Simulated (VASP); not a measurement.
# Ge (Fd-3m) in VASP: a series of runs, part 2 of 2

VASP 6.6.1. Earlier steps stand in the parts before.

### 3 Relaxation of cell and atoms, r2SCAN

This run uses another cell than the first one, of 22.63 Å³/atom, 0.991 times its volume.

File POSCAR:

```
Ge
1.0
    0.0000000000      2.8285347457      2.8285347457
    2.8285347457      0.0000000000      2.8285347457
    2.8285347457      2.8285347457      0.0000000000
Ge
2
Direct
   -0.1250000000     -0.1250000000     -0.1250000000
    0.1250000000      0.1250000000      0.1250000000
```

File INCAR.step1:

```
SYSTEM = Ge
  PREC = Accurate
  ENCUT = 600
  ISMEAR = -1
  SIGMA = 0.02
  LREAL = .FALSE.
  LASPH = .TRUE.
  NELM = 80
  GGA = PE
  ALGO = Normal
  EDIFF = 1E-4
  LWAVE = .TRUE.
  LCHARG = .FALSE.
```

File INCAR.step2:

```
SYSTEM = Ge
  PREC = Accurate
  ENCUT = 600
  EDIFF = 1E-6
  ISMEAR = -1
  SIGMA = 0.02
  LREAL = .FALSE.
  LASPH = .TRUE.
  NELM = 80
  ALGO = Normal
  ISIF = 3
  LWAVE = .FALSE.
  LCHARG = .FALSE.
  METAGGA = R2SCAN
  LMIXTAU = .TRUE.
  IBRION = 2
  NSW = 60
  EDIFFG = -0.005
  ISTART = 1
```

File KPOINTS:

```
regular mesh
0
G
  10 10 10
  0 0 0
```

Potentials or basis: VASP PAW PBE potentials, release 64 (Ge_d).

Command:

```
$ cat potpaw_PBE.64/Ge_d/POTCAR > POTCAR
$ cp INCAR.step1 INCAR
$ mpirun -np 1 vasp_std > vasp.out
$ cp INCAR.step2 INCAR
$ mpirun -np 1 vasp_std > vasp.out
```

OUTCAR:

```text
SYSTEM = Ge
   PREC = Accurate
   ENCUT = 600
   EDIFF = 1E-6
   ISMEAR = -1
   LREAL = .FALSE.
   LASPH = .TRUE.
   NELM = 80
   ISIF = 3
   METAGGA = R2SCAN
   IBRION = 2
   NSW = 60
   EDIFFG = -0.005
   ISTART = 1

 ion  position               nearest neighbor table
   1  0.875  0.875  0.875-   2 2.45   2 2.45   2 2.45   2 2.45
   2  0.125  0.125  0.125-   1 2.45   1 2.45   1 2.45   1 2.45

  LATTYP: Found a face centered cubic cell.
 ALAT       =     5.6570694914

  Lattice vectors:

 A1 = (   0.0000000000,   2.8285347457,   2.8285347457)
 A2 = (   2.8285347457,   0.0000000000,   2.8285347457)
 A3 = (   2.8285347457,   2.8285347457,   0.0000000000)

Analysis of symmetry for initial positions (statically):
=====================================================================
 Subroutine PRICEL returns:
 Original cell was already a primitive cell.

 Routine SETGRP: Setting up the symmetry group for a
 face centered cubic supercell.

 Subroutine GETGRP returns: Found 48 space group operations
 (whereof 12 operations were pure point group operations)
 out of a pool of 48 trial point group operations.

The static configuration has the point symmetry D_3d.
 The point group associated with its full space group is O_h .

Analysis of symmetry for dynamics (positions and initial velocities):
=====================================================================
 Subroutine PRICEL returns:
 Original cell was already a primitive cell.

 Routine SETGRP: Setting up the symmetry group for a
 face centered cubic supercell.

 Subroutine GETGRP returns: Found 48 space group operations
 (whereof 12 operations were pure point group operations)
 out of a pool of 48 trial point group operations.

The dynamic configuration has the point symmetry D_3d.
 The point group associated with its full space group is O_h .

 Subroutine INISYM returns: Found 48 space group operations
 (whereof 12 operations are pure point group operations),
 and found     1 'primitive' translations

----------------------------------------------------------------------------------------

                                     Primitive cell

  volume of cell :      45.2600

  direct lattice vectors                    reciprocal lattice vectors
     0.000000000  2.828534746  2.828534746    -0.176769969  0.176769969  0.176769969
     2.828534746  0.000000000  2.828534746     0.176769969 -0.176769969  0.176769969
     2.828534746  2.828534746  0.000000000     0.176769969  0.176769969 -0.176769969

  length of vectors
     4.000152199  4.000152199  4.000152199     0.306174568  0.306174568  0.306174568

  position of ions in fractional coordinates (direct lattice)
     0.875000000  0.875000000  0.875000000
     0.125000000  0.125000000  0.125000000

  ion indices of the primitive-cell ions
   primitive index   ion index
                 1           1
                 2           2

----------------------------------------------------------------------------------------

 KPOINTS: regular mesh

Automatic generation of k-mesh.
 Grid dimensions read from file:
 generate k-points for:   10   10   10

 Generating k-lattice:

  Cartesian coordinates                     Fractional coordinates (reciprocal lattice)
    -0.017676997  0.017676997  0.017676997     0.100000000  0.000000000  0.000000000
     0.017676997 -0.017676997  0.017676997     0.000000000  0.100000000  0.000000000
     0.017676997  0.017676997 -0.017676997     0.000000000  0.000000000  0.100000000

  Length of vectors
     0.030617457  0.030617457  0.030617457

  Shift w.r.t. Gamma in fractional coordinates (k-lattice)
     0.000000000  0.000000000  0.000000000

 Subroutine IBZKPT returns following result:
 ===========================================

 Found     47 irreducible k-points:

 Following reciprocal coordinates:
            Coordinates               Weight
  0.000000  0.000000  0.000000      1.000000
  0.100000  0.000000  0.000000      8.000000
  0.200000  0.000000  0.000000      8.000000
  0.300000  0.000000  0.000000      8.000000
  0.400000  0.000000  0.000000      8.000000
  0.500000  0.000000  0.000000      4.000000
[... 16 lines left out ...]
  0.300000  0.300000  0.000000      6.000000
  0.400000  0.300000  0.000000     24.000000
 [... further k-points ...]
   k-points           NKPTS =     47   k-points in BZ     NKDIM =     47   number of bands    NBANDS=     18
   number of dos      NEDOS =    301   number of ions     NIONS =      2
   total plane-waves  NPLWV =  32768
   dimension x,y,z NGX =    32 NGY =   32 NGZ =   32
   dimension x,y,z NGXF=    64 NGYF=   64 NGZF=   64
   ions per type =               2
   NGX,Y,Z   is equivalent  to a cutoff of  13.30, 13.30, 13.30 a.u.
   NGXF,Y,Z  is equivalent  to a cutoff of  26.60, 26.60, 26.60 a.u.
 SYSTEM =  Ge
   PREC   = accura    normal or accurate (medium, high low for compatibility)
   ISTART =      1    job   : 0-new  1-cont  2-samecut
   ICHARG =      0    charge: 1-file 2-atom 10-const
   ISPIN  =      1    spin polarized calculation?
   LNONCOLLINEAR =      F non collinear calculations
   LSORBIT =      F    spin-orbit coupling
   LASPH  =      T    aspherical Exc in radial PAW
   ENCUT  =  600.0 eV  44.10 Ry    6.64 a.u.   7.99  7.99  7.99*2*pi/ulx,y,z
   NELM   =     80;   NELMIN=  2; NELMDL=  0     # of ELM steps
   EDIFF  = 0.1E-05   stopping-criterion for ELM
   LREAL  =      F    real-space projection
   EDIFFG = -.5E-02   stopping-criterion for IOM
   NSW    =     60    number of steps for IOM
   IBRION =      2    ionic relax: 0-MD 1-quasi-New 2-CG
   NFREE  =      1    steps in history (QN), initial steepest desc. (CG)
   ISIF   =      3    stress and relaxation
   ISYM   =      2    0-nonsym 1-usesym 2-fastsym
   POTIM  = 0.5000    time-step for ionic-motion
   TEBEG  =    0.0;   TEEND  =   0.0 temperature during run
   PSTRESS=    0.0 pullay stress
   NELECT =      28.0000    total number of electrons
   NUPDOWN=      -1.0000    fix difference up-down
   EMIN   =  10.00;   EMAX   =-10.00  energy-range for DOS
   EFERMI =   0.00;   METHOD = LEGACY
   ISMEAR =    -1;   SIGMA  =   0.02  broadening in eV -4-tet -1-fermi 0-gaus
   EFERMI_NEDOS =   21; number of points for ismear=-14 and -15
   IALGO  =     38    algorithm
   IMIX   =      4    mixing-type and parameters
     AMIX     =   0.40;   BMIX     =  1.00
     AMIX_MAG =   1.60;   BMIX_MAG =  1.00
  volume/ion in A,a.u.               =      22.63       152.71
  Fermi-wavevector in a.u.,A,eV,Ry     =   1.394941  2.636057 26.475057  1.945862
  Thomas-Fermi vector in A             =   2.518442
   LORBIT       =      0    0 simple, 1 ext, 2 COOP (PROOUT), +10 PAW based schemes
   METAGGA = R2SCAN    functional components
   LHFCALC =     F    Hartree Fock is set to
   AEXX    =    0.0000 exact exchange contribution
   IVDW    =     0    specifies the selected vdW correction
   LEPSILON=     F    determine dielectric tensor
   LRPA    =     F    only Hartree local field effects (RPA)
 conjugate gradient relaxation of ions
 non-spin polarized calculation
  energy-cutoff  :      600.00
  volume of cell :       45.26
 maximum number of plane-waves:      1524
   NGX = 15   NGY = 15   NGZ = 15

--------------------------------------- Ionic step        1  -------------------------------------------

 number of electron      28.0000013 magnetization

 Free energy of the ion-electron system (eV)
  ---------------------------------------------------
  ext. energy  EPLUGINS =         0.00000000
  ---------------------------------------------------
  free energy    TOTEN  =       -27.74278934 eV

  energy without entropy =      -27.74278927  energy(sigma->0) =      -27.74278931

------------------------ aborting loop because EDIFF is reached ----------------------------------------

  FORCE on cell =-STRESS in cart. coord.  units (eV):
  Direction    XX          YY          ZZ          XY          YZ          ZX
  --------------------------------------------------------------------------------------
  -------------------------------------------------------------------------------------
  Total        0.2270671      0.2270671      0.2270671     -0.0000000     -0.0000000      0.0000000
  in kB        8.0380408      8.0380408      8.0380408     -0.0000000     -0.0000000      0.0000000
  external PRESSURE =       8.0380408 kB  Pullay stress =       0.0000000 kB
[... 59 lines left out ...]
--------------------------------------- Ionic step        3  -------------------------------------------

 number of electron      28.0000020 magnetization

 Free energy of the ion-electron system (eV)
  ---------------------------------------------------
  ext. energy  EPLUGINS =         0.00000000
  ---------------------------------------------------
  free energy    TOTEN  =       -27.74392622 eV

  energy without entropy =      -27.74392569  energy(sigma->0) =      -27.74392595

 E-fermi :   4.8699     XC(G=0): -10.7679

 val. band max:        4.7043543163   @ k =   0.0000   0.0000   0.0000
 cond. band min:       5.0139188315   @ k =   0.0000   0.0000   0.0000
 fundamental gap:      0.3095645152
 Fermi energy:         4.8698507203

 k-point     1 :       0.0000    0.0000    0.0000
  band No.  band energies     occupation
      1     -20.7759      2.00000
      2     -20.7759      2.00000
      3     -20.7759      2.00000
      4     -20.7372      2.00000
      5     -20.7372      2.00000
      6     -20.5252      2.00000
[... 481 lines left out ...]
      5     -20.6538      2.00000
      6     -20.6281      2.00000
[... 10 lines left out ...]
     17      11.7906      0.00000
     18      12.3208      0.00000

 [... further k-points ...]
[... 5 lines left out ...]
  --------------------------------------------------------------------------------------
  -------------------------------------------------------------------------------------
  Total        0.0069223      0.0069223      0.0069223      0.0000000      0.0000000      0.0000000
  in kB        0.2425446      0.2425446      0.2425446      0.0000000      0.0000000      0.0000000
  external PRESSURE =       0.2425446 kB  Pullay stress =       0.0000000 kB
[... 17 lines left out ...]
  FREE ENERGIE OF THE ION-ELECTRON SYSTEM (eV)
  ---------------------------------------------------
  free  energy   TOTEN  =       -27.7439262235 eV

  energy  without entropy=      -27.7439256861  energy(sigma->0) =      -27.74392595

 reached required accuracy - stopping structural energy minimisation
```

It took 11 min on 1 thread of AMD EPYC 9R45, shared host; peak memory 0.19 GiB.

What came out:

```
Free energy                            : -27.7439 eV
Relaxed volume                         : 22.86 Å³/atom
Relaxed cell                           : a = 4.014 Å, b = 4.014 Å, c = 4.014 Å, α = 60.00°, β = 60.00°, γ = 60.00°
Space group after relaxing (to 0.05 Å) : Fd-3m (No. 227)
Energy gained by relaxing              : 0.6 meV/atom
Ionic steps                            : 3
Pressure after relaxing                : 0.0 GPa
Band gap on the k mesh                 : 0.31 eV, direct
```

Step by step:
```csv
step,energy change (eV),largest force (eV/Å),pressure (GPa),volume (Å³)
1,0.0000,0.0000,0.80,45.26
2,-0.0008,0.0000,-0.32,46.01
3,-0.0011,0.0000,0.02,45.73
```

Final structure:
```yaml
crystal:
  lattice:
    - [0.00000, 2.83823, 2.83823]
    - [2.83823, 0.00000, 2.83823]
    - [2.83823, 2.83823, 0.00000]
  atoms:
    - { symbol: Ge, position: [0.87500, 0.87500, 0.87500] }
    - { symbol: Ge, position: [0.12500, 0.12500, 0.12500] }
```

Levels at points of the mesh, in eV from the valence-band top:
```
           k point  band 10  band 11  band 12  band 13  band 14  band 15  band 16  band 17  band 18
(0.00, 0.00, 0.00)   -25.21   -13.23     0.00     0.00     0.00     0.31     2.71     2.71     2.71
(0.50, 0.00, 0.00)   -25.19   -11.06    -7.82    -1.47    -1.47     0.41     3.99     3.99     7.65
(0.50, 0.50, 0.00)   -25.17    -9.18    -9.18    -3.19    -3.19     0.98     0.98    10.02    10.02
```

Caveat: the PAW data sets were made with another functional, which shifts forces and pressure a little. A k mesh can miss the band edges.
